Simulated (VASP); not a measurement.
Set up this calculation in VASP 6.6.1, as the native input.

* Task: single point
* Functional: PBE
* Potentials or basis: VASP PAW PBE potentials, release 64 (Mn_sv, O)
* Cutoff: 600 eV
* k mesh: 5 × 5 × 7
* Occupations: gaussian, width 0.05 eV
* Spin: collinear spin, antiferromagnetic start
* Starting moments: [2.8, -2.8, -0.02, 0.02, -0.02, 0.02] μB
* Hubbard terms: Mn d U = 3.9 eV
* Dipole correction: no
* Further INCAR settings: ALGO = Normal; EDIFF = 1e-06; NBANDS = 40; ISYM = 0

The structure of MnO2 lies in POSCAR:

```
MnO2
1.0
    4.3970000000      0.0000000000      0.0000000000
    0.0000000000      4.3970000000      0.0000000000
    0.0000000000      0.0000000000      2.8690000000
Mn O
2 4
Direct
    0.0000000000      0.0000000000      0.0000000000
    0.5000000000      0.5000000000      0.5000000000
    0.3050000000      0.3050000000      0.0000000000
    0.1950000000      0.8050000000      0.5000000000
    0.6950000000      0.6950000000      0.0000000000
    0.8050000000      0.1950000000      0.5000000000
```

These files were run (other wordings do the same):

INCAR

```
SYSTEM = MnO2
PREC = Accurate
ENCUT = 600
EDIFF = 1E-6
ISMEAR = 0
SIGMA = 0.05
LREAL = .FALSE.
LASPH = .TRUE.
NELM = 200
ALGO = Normal
ISIF = 2
LWAVE = .FALSE.
LCHARG = .FALSE.
ISPIN = 2
MAGMOM = 2.8 -2.8 -0.02 0.02 -0.02 0.02
LORBIT = 11
LMAXMIX = 4
LDAU = .TRUE.
LDAUTYPE = 2
LDAUL = 2 -1
LDAUU = 3.9 0
LDAUJ = 0 0
LDAUPRINT = 1
GGA = PE
NBANDS = 40
ISYM = 0
GGA_COMPAT = .FALSE.
```

KPOINTS

```
regular mesh
0
G
  5 5 7
  0 0 0
```

Potentials or basis: VASP PAW PBE potentials, release 64 (Mn_sv, O).

The run is started by

```bash
$ cat potpaw_PBE.64/Mn_sv/POTCAR potpaw_PBE.64/O/POTCAR > POTCAR
$ mpirun -np 1 vasp_std > vasp.out
```

Results of the run:

```
Pressure                                              : 7.1 GPa
Largest force                                         : 0.097 eV/Å
Band gap on the k mesh                                : 0.47 eV
Net moment                                            : 0.00 μB per cell
Site moments                                          : Mn +2.82, -2.82; O -0.02, +0.02 (each value once) μB
Valence electrons inside the program's atomic spheres : Mn 12.69; O 5.06
```

Caveat: the cell stands under pressure.

Run time: 11 min on 1 thread of Intel(R) Xeon(R) Platinum 8375C CPU @ 2.90GHz (Ice Lake) (shared host), peak memory 0.43 GiB.
